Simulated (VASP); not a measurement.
# Hg3P2 (R-3m) in VASP: single point with PBE

Aim: the single point of Hg3P2 with PBE.

All numbers are computed with VASP 6.6.1; they aren't measurements. Logs are shortened: lines on timing, memory, paths and dates and some standing lists are left out, and cuts for length are marked.

## 1. The cell of the first run

It takes space group R-3m (No. 166, trigonal). Conventional cell: a = 7.237 Å, b = 7.237 Å, c = 10.798 Å, α = 90.00°, β = 90.00°, γ = 120.00°. Within 3.2 Å of Hg (site symmetry 2/m) lie 2 P at 2.45 Å. Within 3.2 Å of P (site symmetry 3m) lie 3 Hg at 2.45 Å.

## 2. Single point, PBE

Input file POSCAR:

```
Hg3P2
1.0
    3.6187273446      2.0892732065      3.5992202581
   -3.6187273446      2.0892732065      3.5992202581
    0.0000000000     -4.1785464130      3.5992202581
Hg P
3 2
Direct
    0.5000000000      0.0000000000      0.0000000000
    0.0000000000      0.5000000000      0.0000000000
    0.0000000000      0.0000000000      0.5000000000
    0.2843539437      0.2843539437      0.2843539437
    0.7156460563      0.7156460563      0.7156460563
```

Input file INCAR.step1:

```
SYSTEM = Hg3P2
PREC = Accurate
ENCUT = 410
EDIFF = 1E-6
ISMEAR = 0
SIGMA = 0.02
LREAL = .False.
LASPH = .True.
NELM = 120
ALGO = Normal
ISIF = 2
LWAVE = .False.
LCHARG = .True.
GGA = PE
NBANDS = 43
GGA_COMPAT = .False.
NEDOS = 2001
LORBIT = 11
```

Input file KPOINTS.step1:

```
regular mesh
0
Gamma
  6 6 6
  0 0 0
```

Input file INCAR.step2:

```
SYSTEM = Hg3P2
PREC = Accurate
ENCUT = 410
EDIFF = 1E-6
ISMEAR = -5
SIGMA = 0.02
LREAL = .False.
LASPH = .True.
NELM = 120
ALGO = Normal
ISIF = 2
LWAVE = .False.
LCHARG = .False.
GGA = PE
LORBIT = 10
NEDOS = 2001
ICHARG = 11
GGA_COMPAT = .False.
```

Input file KPOINTS.step2:

```
regular mesh
0
Gamma
  9 9 9
  0 0 0
```

Potentials or basis: VASP PAW PBE potentials, release 64 (Hg_sv_GW, P).

Run with:

```bash
$ cat potpaw_PBE.64/Hg_sv_GW/POTCAR potpaw_PBE.64/P/POTCAR > POTCAR
$ cp INCAR.step1 INCAR
$ cp KPOINTS.step1 KPOINTS
$ mpirun -np 1 vasp_std > vasp.out
$ cp INCAR.step2 INCAR
$ cp KPOINTS.step2 KPOINTS
$ mpirun -np 1 vasp_std > vasp.out
```

OUTCAR:

```text
SYSTEM = Hg3P2
   PREC = Accurate
   ENCUT = 410
   EDIFF = 1E-6
   ISMEAR = -5
   LREAL = .False.
   LASPH = .True.
   NELM = 120
   ISIF = 2
   GGA = PE
   LORBIT = 10
   ICHARG = 11

 ion  position               nearest neighbor table
   1  0.500  0.000  0.000-   4 2.45   5 2.45
   2  0.000  0.500  0.000-   4 2.45   5 2.45
   3  0.000  0.000  0.500-   4 2.45   5 2.45
   4  0.284  0.284  0.284-   3 2.45   2 2.45   1 2.45
   5  0.716  0.716  0.716-   3 2.45   2 2.45   1 2.45

  LATTYP: Found a trigonal (rhomboedric) cell.
 ALAT       =     5.5149466536
 COS(alpha) =     0.1388890967

  Lattice vectors:

 A1 = (   3.6187273446,   2.0892732065,   3.5992202581)
 A2 = (  -3.6187273446,   2.0892732065,   3.5992202581)
 A3 = (   0.0000000000,  -4.1785464130,   3.5992202581)

Analysis of symmetry for initial positions (statically):
=====================================================================
 Subroutine PRICEL returns:
 Original cell was already a primitive cell.

 Routine SETGRP: Setting up the symmetry group for a
 trigonal (rhombohedral) supercell.

 Subroutine GETGRP returns: Found 12 space group operations
 (whereof 12 operations were pure point group operations)
 out of a pool of 12 trial point group operations.

The static configuration has the point symmetry D_3d.

Analysis of symmetry for dynamics (positions and initial velocities):
=====================================================================
 Subroutine PRICEL returns:
 Original cell was already a primitive cell.

 Routine SETGRP: Setting up the symmetry group for a
 trigonal (rhombohedral) supercell.

 Subroutine GETGRP returns: Found 12 space group operations
 (whereof 12 operations were pure point group operations)
 out of a pool of 12 trial point group operations.

The dynamic configuration has the point symmetry D_3d.

 Subroutine INISYM returns: Found 12 space group operations
 (whereof 12 operations are pure point group operations),
 and found     1 'primitive' translations

----------------------------------------------------------------------------------------

                                     Primitive cell

  volume of cell :     163.2716

  direct lattice vectors                    reciprocal lattice vectors
     3.618727345  2.089273207  3.599220258     0.138170122  0.079772557  0.092612652
    -3.618727345  2.089273207  3.599220258    -0.138170122  0.079772557  0.092612652
     0.000000000 -4.178546413  3.599220258     0.000000000 -0.159545115  0.092612652

  length of vectors
     5.514946654  5.514946654  5.514946654     0.184476955  0.184476955  0.184476955

  position of ions in fractional coordinates (direct lattice)
     0.500000000  1.000000000  0.000000000
     1.000000000  0.500000000  0.000000000
     0.000000000  0.000000000  0.500000000
     0.284353944  0.284353944  0.284353944
     0.715646056  0.715646056  0.715646056

  ion indices of the primitive-cell ions
   primitive index   ion index
                 1           1
                 2           2
                 3           3
                 4           4
                 5           5

----------------------------------------------------------------------------------------

 KPOINTS: regular mesh

Automatic generation of k-mesh.
 Grid dimensions read from file:
 generate k-points for:    9    9    9

 Generating k-lattice:

  Cartesian coordinates                     Fractional coordinates (reciprocal lattice)
     0.015352236  0.008863617  0.010290295     0.111111111  0.000000000 -0.000000000
    -0.015352236  0.008863617  0.010290295     0.000000000  0.111111111 -0.000000000
     0.000000000 -0.017727235  0.010290295    -0.000000000 -0.000000000  0.111111111

  Length of vectors
     0.020497439  0.020497439  0.020497439

  Shift w.r.t. Gamma in fractional coordinates (k-lattice)
     0.000000000  0.000000000  0.000000000

 TETIRR: Found    369 inequivalent tetrahedra from     4374

 Subroutine IBZKPT returns following result:
 ===========================================

 Found     85 irreducible k-points:

 Following reciprocal coordinates:
            Coordinates               Weight
  0.000000  0.000000  0.000000      1.000000
  0.111111 -0.000000  0.000000      6.000000
  0.222222 -0.000000  0.000000      6.000000
  0.333333  0.000000  0.000000      6.000000
  0.444444 -0.000000  0.000000      6.000000
  0.111111  0.111111  0.000000      6.000000
[... 16 lines left out ...]
 -0.333333  0.333333  0.000000      6.000000
  0.444444  0.444444  0.000000      6.000000
 [... further k-points ...]
   k-points           NKPTS =     85   k-points in BZ     NKDIM =     85   number of bands    NBANDS=     42
   number of dos      NEDOS =   2001   number of ions     NIONS =      5
   total plane-waves  NPLWV =  46656
   dimension x,y,z NGX =    36 NGY =   36 NGZ =   36
   dimension x,y,z NGXF=    72 NGYF=   72 NGZF=   72
   ions per type =               3   2
   NGX,Y,Z   is equivalent  to a cutoff of  10.85, 10.85, 10.85 a.u.
   NGXF,Y,Z  is equivalent  to a cutoff of  21.70, 21.70, 21.70 a.u.
 SYSTEM =  Hg3P2
   PREC   = accura    normal or accurate (medium, high low for compatibility)
   ISTART =      0    job   : 0-new  1-cont  2-samecut
   ICHARG =     11    charge: 1-file 2-atom 10-const
   ISPIN  =      1    spin polarized calculation?
   LNONCOLLINEAR =      F non collinear calculations
   LSORBIT =      F    spin-orbit coupling
   LASPH  =      T    aspherical Exc in radial PAW
   ENCUT  =  410.0 eV  30.13 Ry    5.49 a.u.   9.11  9.11  9.11*2*pi/ulx,y,z
   NELM   =    120;   NELMIN=  2; NELMDL=  0     # of ELM steps
   EDIFF  = 0.1E-05   stopping-criterion for ELM
   LREAL  =      F    real-space projection
[... 7 lines left out ...]
   TEBEG  =    0.0;   TEEND  =   0.0 temperature during run
   PSTRESS=    0.0 pullay stress
   NELECT =      70.0000    total number of electrons
   NUPDOWN=      -1.0000    fix difference up-down
   EMIN   =  10.00;   EMAX   =-10.00  energy-range for DOS
   EFERMI =   0.00;   METHOD = LEGACY
   ISMEAR =    -5;   SIGMA  =   0.02  broadening in eV -4-tet -1-fermi 0-gaus
   EFERMI_NEDOS =   21; number of points for ismear=-14 and -15
   IALGO  =     38    algorithm
   IMIX   =      4    mixing-type and parameters
     AMIX     =   0.40;   BMIX     =  1.00
     AMIX_MAG =   1.60;   BMIX_MAG =  1.00
  volume/ion in A,a.u.               =      32.65       220.36
  Fermi-wavevector in a.u.,A,eV,Ry     =   1.234442  2.332757 20.733188  1.523846
  Thomas-Fermi vector in A             =   2.369132
   LORBIT       =     10    0 simple, 1 ext, 2 COOP (PROOUT), +10 PAW based schemes
   GGA     = PE    functional components
   LHFCALC =     F    Hartree Fock is set to
   AEXX    =    0.0000 exact exchange contribution
   IVDW    =     0    specifies the selected vdW correction
   LEPSILON=     F    determine dielectric tensor
   LRPA    =     F    only Hartree local field effects (RPA)
 non-spin polarized calculation
 Fermi weights with tetrahedron method with Bloechl corrections
  energy-cutoff  :      410.00
  volume of cell :      163.27
 maximum number of plane-waves:      3092

 number of electron      70.0000062 magnetization

 Free energy of the ion-electron system (eV)
  ---------------------------------------------------
  ext. energy  EPLUGINS =         0.00000000
  ---------------------------------------------------
  free energy    TOTEN  =       -10.83959161 eV

  energy without entropy =      -10.83959161  energy(sigma->0) =      -10.83959161

 E-fermi :   1.7666     XC(G=0):  -8.4529

 val. band max:        1.7648710250   @ k =  -0.4444   0.4444   0.0000
 cond. band min:       3.5923228029   @ k =   0.0000   0.0000   0.0000
 fundamental gap:      1.8274517779
 Fermi energy:         1.7665866507

 k-point     1 :       0.0000    0.0000    0.0000
  band No.  band energies     occupation
      1    -112.6223      2.00000
      2    -112.6223      2.00000
      3    -112.6217      2.00000
      4     -61.0625      2.00000
      5     -61.0583      2.00000
      6     -61.0583      2.00000
[... 34 lines left out ...]
     41       7.4505      0.00000
     42       8.5202      0.00000

 k-point     2 :       0.1111   -0.0000    0.0000
  band No.  band energies     occupation
      1    -112.6223      2.00000
      2    -112.6223      2.00000
      3    -112.6218      2.00000
      4     -61.0625      2.00000
      5     -61.0585      2.00000
      6     -61.0582      2.00000
[... 34 lines left out ...]
     41       7.3744      0.00000
     42       8.2992      0.00000

 k-point     3 :       0.2222   -0.0000    0.0000
  band No.  band energies     occupation
      1    -112.6224      2.00000
      2    -112.6222      2.00000
      3    -112.6219      2.00000
      4     -61.0621      2.00000
      5     -61.0590      2.00000
      6     -61.0583      2.00000
[... 34 lines left out ...]
     41       7.2298      0.00000
     42       7.5746      0.00000

 k-point     4 :       0.3333    0.0000    0.0000
  band No.  band energies     occupation
      1    -112.6224      2.00000
      2    -112.6222      2.00000
      3    -112.6220      2.00000
      4     -61.0617      2.00000
      5     -61.0594      2.00000
      6     -61.0584      2.00000
[... 844 lines left out ...]
     41       7.0035      0.00000
     42       7.3067      0.00000

 k-point    23 :      -0.3333    0.3333    0.0000
  band No.  band energies     occupation
      1    -112.6227      2.00000
      2    -112.6223      2.00000
      3    -112.6221      2.00000
      4     -61.0608      2.00000
      5     -61.0608      2.00000
      6     -61.0586      2.00000
[... 34 lines left out ...]
     41       6.4870      0.00000
     42       7.3132      0.00000

 k-point    24 :       0.4444    0.4444    0.0000
  band No.  band energies     occupation
      1    -112.6223      2.00000
      2    -112.6223      2.00000
      3    -112.6222      2.00000
      4     -61.0612      2.00000
      5     -61.0600      2.00000
      6     -61.0585      2.00000
[... 34 lines left out ...]
     41       7.5741      0.00000
     42       7.6515      0.00000

 [... further k-points ...]
[... 5 lines left out ...]
  --------------------------------------------------------------------------------------
  -------------------------------------------------------------------------------------
  Total       -1.3691335     -1.3691335     -1.3499886      0.0000000     -0.0000000      0.0000000
  in kB      -13.4352456    -13.4352456    -13.2473773      0.0000000     -0.0000000      0.0000000
  external PRESSURE =     -13.3726229 kB  Pullay stress =       0.0000000 kB

 VOLUME and BASIS-vectors are now :
 -----------------------------------------------------------------------------
  energy-cutoff  :      410.00
  volume of cell :      163.27
      direct lattice vectors                 reciprocal lattice vectors
     3.618727345  2.089273207  3.599220258     0.138170122  0.079772557  0.092612652
    -3.618727345  2.089273207  3.599220258    -0.138170122  0.079772557  0.092612652
     0.000000000 -4.178546413  3.599220258     0.000000000 -0.159545115  0.092612652

 POSITION                                       TOTAL-FORCE (eV/Angst)
 -----------------------------------------------------------------------------------
      1.80936      1.04464      1.79961         0.000000     -0.000000     -0.000000
     -1.80936      1.04464      1.79961         0.000000     -0.000000      0.000000
      0.00000     -2.08927      1.79961        -0.000000     -0.000000     -0.000000
      0.00000      0.00000      3.07036         0.000000      0.000000     -0.000542
      0.00000      0.00000      7.72730         0.000000     -0.000000      0.000542
 -----------------------------------------------------------------------------------
    total drift:                               -0.000000      0.000000     -0.000000

  FREE ENERGIE OF THE ION-ELECTRON SYSTEM (eV)
  ---------------------------------------------------
  free  energy   TOTEN  =       -10.8395916113 eV

  energy  without entropy=      -10.8395916113  energy(sigma->0) =      -10.83959161

 total charge

# of ion       s       p       d       f       tot
--------------------------------------------------
    1        2.635   6.402   8.858   0.012  17.906
    2        2.635   6.402   8.858   0.012  17.906
    3        2.635   6.402   8.858   0.012  17.906
    4        1.076   1.373   0.000   0.000   2.449
    5        1.076   1.373   0.000   0.000   2.449
--------------------------------------------------
tot         10.057  21.950  26.573   0.037  58.617
```

Run time: 6.4 min. Hardware: 1 thread of Intel Xeon Platinum 8259CL at 2.50GHz (Skylake/Cascade Lake), shared host; peak memory 0.45 GiB.

Results:

- Valence electrons inside the program's atomic spheres: Hg 17.91; P 2.45

Caveat: spin-orbit coupling is left out, which moves the levels of the heavy elements.
